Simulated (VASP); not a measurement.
# FeCo (Pm-3m) in VASP: notebook, part 2 of 2

VASP 6.6.1. The steps go on from the part before.

## (3) Relaxation of cell and atoms, LDA, collinear spin, ferromagnetic start

This run uses another cell than the first one, of 11.51 Å³/atom.

File INCAR:

```
SYSTEM = FeCo
PREC = Accurate
ENCUT = 600
EDIFF = 1E-7
ISMEAR = 0
SIGMA = 0.1
LREAL = .False.
LASPH = .True.
NELM = 200
ALGO = Normal
ISIF = 3
LWAVE = .False.
LCHARG = .False.
ISPIN = 2
MAGMOM = 3.09 2.02
LORBIT = 11
LMAXMIX = 4
IBRION = 2
NSW = 70
EDIFFG = -0.005
GGA_COMPAT = .False.
NELMIN = 4
```

File KPOINTS:

```
Automatic mesh
0
Gamma
  14 14 14
  0 0 0
```

File POSCAR:

```
FeCo
1.0
    2.8448778431      0.0000000000      0.0000000000
    0.0000000000      2.8448778431      0.0000000000
    0.0000000000      0.0000000000      2.8448778431
Fe Co
1 1
Direct
    0.5000000000      0.5000000000      0.5000000000
    0.0000000000      0.0000000000      0.0000000000
```

Potentials or basis: VASP PAW LDA potentials, release 64 (Fe, Co).

Command:

```console
$ cat potpaw_LDA.64/Fe/POTCAR potpaw_LDA.64/Co/POTCAR > POTCAR
$ mpirun -np 1 vasp_std > vasp.out
```

OUTCAR:

```text
SYSTEM = FeCo
   PREC = Accurate
   ENCUT = 600
   EDIFF = 1E-7
   ISMEAR = 0
   LREAL = .False.
   LASPH = .True.
   NELM = 200
   ISIF = 3
   ISPIN = 2
   LORBIT = 11
   IBRION = 2
   NSW = 70
   EDIFFG = -0.005
   NELMIN = 4

 ion  position               nearest neighbor table
   1  0.500  0.500  0.500-   2 2.46   2 2.46   2 2.46   2 2.46   2 2.46   2 2.46   2 2.46   2 2.46

   2  0.000  0.000  0.000-   1 2.46   1 2.46   1 2.46   1 2.46   1 2.46   1 2.46   1 2.46   1 2.46

  LATTYP: Found a simple cubic cell.
 ALAT       =     2.8448778431

  Lattice vectors:

 A1 = (   2.8448778431,   0.0000000000,   0.0000000000)
 A2 = (   0.0000000000,   2.8448778431,   0.0000000000)
 A3 = (   0.0000000000,   0.0000000000,   2.8448778431)

Analysis of symmetry for initial positions (statically):
=====================================================================
 Subroutine PRICEL returns:
 Original cell was already a primitive cell.

 Routine SETGRP: Setting up the symmetry group for a
 simple cubic supercell.

 Subroutine GETGRP returns: Found 48 space group operations
 (whereof 48 operations were pure point group operations)
 out of a pool of 48 trial point group operations.

The static configuration has the point symmetry O_h .

Analysis of symmetry for dynamics (positions and initial velocities):
=====================================================================
 Subroutine PRICEL returns:
 Original cell was already a primitive cell.

 Routine SETGRP: Setting up the symmetry group for a
 simple cubic supercell.

 Subroutine GETGRP returns: Found 48 space group operations
 (whereof 48 operations were pure point group operations)
 out of a pool of 48 trial point group operations.

The dynamic configuration has the point symmetry O_h .

Analysis of structural, dynamic, and magnetic symmetry:
=====================================================================
 Subroutine PRICEL returns:
 Original cell was already a primitive cell.

 Routine SETGRP: Setting up the symmetry group for a
 simple cubic supercell.

 Subroutine GETGRP returns: Found 48 space group operations
 (whereof 48 operations were pure point group operations)
 out of a pool of 48 trial point group operations.

The overall configuration has the point symmetry O_h .

 Subroutine INISYM returns: Found 48 space group operations
 (whereof 48 operations are pure point group operations),
 and found     1 'primitive' translations

----------------------------------------------------------------------------------------

                                     Primitive cell

  volume of cell :      23.0245

  direct lattice vectors                    reciprocal lattice vectors
     2.844877843  0.000000000  0.000000000     0.351508942  0.000000000  0.000000000
     0.000000000  2.844877843  0.000000000     0.000000000  0.351508942  0.000000000
     0.000000000  0.000000000  2.844877843     0.000000000  0.000000000  0.351508942

  length of vectors
     2.844877843  2.844877843  2.844877843     0.351508942  0.351508942  0.351508942

  position of ions in fractional coordinates (direct lattice)
     0.500000000  0.500000000  0.500000000
     0.000000000  0.000000000  0.000000000

  ion indices of the primitive-cell ions
   primitive index   ion index
                 1           1
                 2           2

----------------------------------------------------------------------------------------

 KPOINTS: Automatic mesh

Automatic generation of k-mesh.
[... 72 lines left out ...]
   ISIF   =      3    stress and relaxation
   ISYM   =      2    0-nonsym 1-usesym 2-fastsym
   POTIM  = 0.5000    time-step for ionic-motion
   TEBEG  =    0.0;   TEEND  =   0.0 temperature during run
   PSTRESS=    0.0 pullay stress
   NELECT =      17.0000    total number of electrons
   NUPDOWN=      -1.0000    fix difference up-down
   EMIN   =  10.00;   EMAX   =-10.00  energy-range for DOS
   EFERMI =   0.00;   METHOD = LEGACY
   ISMEAR =     0;   SIGMA  =   0.10  broadening in eV -4-tet -1-fermi 0-gaus
   EFERMI_NEDOS =   21; number of points for ismear=-14 and -15
   IALGO  =     38    algorithm
   IMIX   =      4    mixing-type and parameters
     AMIX     =   0.40;   BMIX     =  1.00
     AMIX_MAG =   1.60;   BMIX_MAG =  1.00
  volume/ion in A,a.u.               =      11.51        77.69
  Fermi-wavevector in a.u.,A,eV,Ry     =   1.479656  2.796145 29.788361  2.189383
  Thomas-Fermi vector in A             =   2.593787
   LORBIT       =     11    0 simple, 1 ext, 2 COOP (PROOUT), +10 PAW based schemes
   GGA     = CA    functional components
   LHFCALC =     F    Hartree Fock is set to
   AEXX    =    0.0000 exact exchange contribution
   IVDW    =     0    specifies the selected vdW correction
   LEPSILON=     F    determine dielectric tensor
   LRPA    =     F    only Hartree local field effects (RPA)
 conjugate gradient relaxation of ions
 spin polarized calculation
 Gauss-broadening in eV      SIGMA  =   0.10
  energy-cutoff  :      600.00
  volume of cell :       23.02
 maximum number of plane-waves:       804
 NGX is ok and might be reduce to    24
   NGX = 11   NGY = 11   NGZ = 11

--------------------------------------- Ionic step        1  -------------------------------------------

 number of electron      16.9999999 magnetization       4.4222535

 Free energy of the ion-electron system (eV)
  ---------------------------------------------------
  ext. energy  EPLUGINS =         0.00000000
  ---------------------------------------------------
  free energy    TOTEN  =       -17.15576017 eV

  energy without entropy =      -17.14620083  energy(sigma->0) =      -17.15098050

------------------------ aborting loop because EDIFF is reached ----------------------------------------

  FORCE on cell =-STRESS in cart. coord.  units (eV):
  Direction    XX          YY          ZZ          XY          YZ          ZX
  --------------------------------------------------------------------------------------
  -------------------------------------------------------------------------------------
  Total       -2.5634179     -2.5634179     -2.5634179     -0.0000000     -0.0000000     -0.0000000
  in kB     -178.3771139   -178.3771139   -178.3771139     -0.0000000     -0.0000000     -0.0000000
  external PRESSURE =    -178.3771139 kB  Pullay stress =       0.0000000 kB
[... 23 lines left out ...]
--------------------------------------- Ionic step        2  -------------------------------------------

 number of electron      16.9999998 magnetization       4.0222678

 E-fermi :  10.2063     XC(G=0): -14.4810

 val. band max:       10.2061217538   @ k =   0.4286   0.2857   0.0000
 cond. band min:      10.2069494739   @ k =   0.5000   0.2143   0.1429
 fundamental gap:      0.0008277201
 Fermi energy:        10.2062678854

 spin component 1

 k-point     1 :       0.0000    0.0000    0.0000
  band No.  band energies     occupation
      1       0.1500      1.00000
      2       3.9715      1.00000
      3       3.9715      1.00000
      4       7.0179      1.00000
      5       7.0179      1.00000
      6       7.0179      1.00000
      7       8.7046      1.00000
      8       8.7046      1.00000
      9      10.0336      0.99270
     10      10.0336      0.99270
     11      10.0336      0.99270
     12      20.8013      0.00000
[... 1032 lines left out ...]
--------------------------------------- Ionic step        7  -------------------------------------------

 number of electron      17.0000000 magnetization       4.2549928

 Free energy of the ion-electron system (eV)
  ---------------------------------------------------
  ext. energy  EPLUGINS =         0.00000000
  ---------------------------------------------------
  free energy    TOTEN  =       -17.27761631 eV

  energy without entropy =      -17.26790620  energy(sigma->0) =      -17.27276126

 E-fermi :   8.8606     XC(G=0): -13.8827

 val. band max:        8.8557648328   @ k =   0.5000   0.0714   0.0000
 cond. band min:       8.8674268134   @ k =   0.5000   0.2143   0.0000
 fundamental gap:      0.0116619806
 Fermi energy:         8.8606194784

 spin component 1

 k-point     1 :       0.0000    0.0000    0.0000
  band No.  band energies     occupation
      1      -0.6315      1.00000
      2       3.2187      1.00000
      3       3.2187      1.00000
      4       5.8233      1.00000
      5       5.8233      1.00000
      6       5.8233      1.00000
      7       7.2459      1.00000
      8       7.2459      1.00000
      9       8.3944      1.00000
     10       8.3944      1.00000
     11       8.3944      1.00000
     12      18.6063      0.00000
[... 882 lines left out ...]
  FREE ENERGIE OF THE ION-ELECTRON SYSTEM (eV)
  ---------------------------------------------------
  free  energy   TOTEN  =       -17.2776163143 eV

  energy  without entropy=      -17.2679062044  energy(sigma->0) =      -17.27276126

 reached required accuracy - stopping structural energy minimisation

 total charge

# of ion       s       p       d       tot
------------------------------------------
    1        0.506   0.594   6.269   7.369
    2        0.522   0.577   7.317   8.416
--------------------------------------------------
tot          1.029   1.171  13.585  15.785

 magnetization (x)

# of ion       s       p       d       tot
------------------------------------------
    1       -0.006  -0.028   2.559   2.525
    2       -0.005  -0.033   1.723   1.685
--------------------------------------------------
tot         -0.011  -0.061   4.282   4.210
```

CONTCAR:

```text
FeCo
   1.00000000000000
     2.7603269867508931   -0.0000000000000000   -0.0000000000000000
    -0.0000000000000000    2.7603269867508931   -0.0000000000000000
     0.0000000000000000   -0.0000000000000000    2.7603269867508931
  Fe              Co
     1     1
Direct
     0.5000000000000000    0.5000000000000000    0.5000000000000000
     0.0000000000000000    0.0000000000000000    1.0000000000000000

  0.00000000E+00  0.00000000E+00  0.00000000E+00
  0.00000000E+00  0.00000000E+00  0.00000000E+00
```

Run time: 6.2 min. Hardware: 1 thread of Oxide Virtual Turin-like, shared host; peak memory 0.19 GiB.

Results:

```yaml
Free_energy: -17.2776 eV
Relaxed_volume: 10.52 Å³/atom
Relaxed_cell: a = 2.760 Å, b = 2.760 Å, c = 2.760 Å, α = 90.00°, β = 90.00°, γ = 90.00°
Space_group_after_relaxing_to_0.1_Å: Pm-3m (No. 221)
Energy_gained_by_relaxing: 60.9 meV/atom
Ionic_steps: 7
Pressure_after_relaxing: 0.0 GPa
Net_moment: 4.25 μB per cell
Site_moments: Fe +2.52; Co +1.69 μB
Valence_electrons_inside_the_program's_atomic_spheres: Fe 7.37; Co 8.42
```

The path:
```
step  energy change (eV)  largest force (eV/Å)  pressure (GPa)  volume (Å³)
   1              0.0000                0.0000          -17.84        23.02
   2              0.0599                0.0000           31.15        19.01
   3             -0.1218                0.0000           -0.59        21.08
   4             -0.1219                0.0000           -0.09        21.04
   5             -0.1218                0.0000            0.37        21.00
   6             -0.1218                0.0000           -0.41        21.07
   7             -0.1219                0.0000            0.01        21.03
```

Final structure:
```xyz
2
Lattice="2.7603 0.0000 0.0000 0.0000 2.7603 0.0000 0.0000 0.0000 2.7603" Properties=species:S:1:pos:R:3 pbc="T T T"
Fe    1.3802    1.3802    1.3802
Co    0.0000    0.0000    2.7603
```

Levels at points of the mesh, in eV from the Fermi level:
Spin up:
| k point | band 9 | band 10 | band 11 | band 12 | band 13 | band 14 |
| --- | --- | --- | --- | --- | --- | --- |
| (0.00, 0.00, 0.00) | -0.47 | -0.47 | -0.47 | 9.75 | 9.75 | 9.75 |
| (0.50, 0.00, 0.00) | -1.88 | -1.68 | -0.51 | -0.03 | 17.16 | 17.16 |
| (0.50, 0.50, 0.00) | -0.18 | -0.18 | -0.12 | -0.12 | 7.06 | 7.28 |
| (0.50, 0.50, 0.50) | -1.16 | -1.16 | 8.39 | 8.39 | 8.39 | 8.48 |
Spin down:
```
           k point  band 4  band 5  band 6  band 7  band 8  band 9
(0.00, 0.00, 0.00)   -1.32   -1.32   -1.32    0.62    0.62    1.66
(0.50, 0.00, 0.00)   -1.53   -1.21   -1.21   -0.42   -0.42   -0.37
(0.50, 0.50, 0.00)   -2.59    0.25    0.25    0.35    0.36    0.72
(0.50, 0.50, 0.50)   -2.48   -2.48   -2.48    0.40    0.40    1.44
```

LDA usually gives volumes a few per cent too small. Zero-point motion and thermal expansion aren't in these numbers.
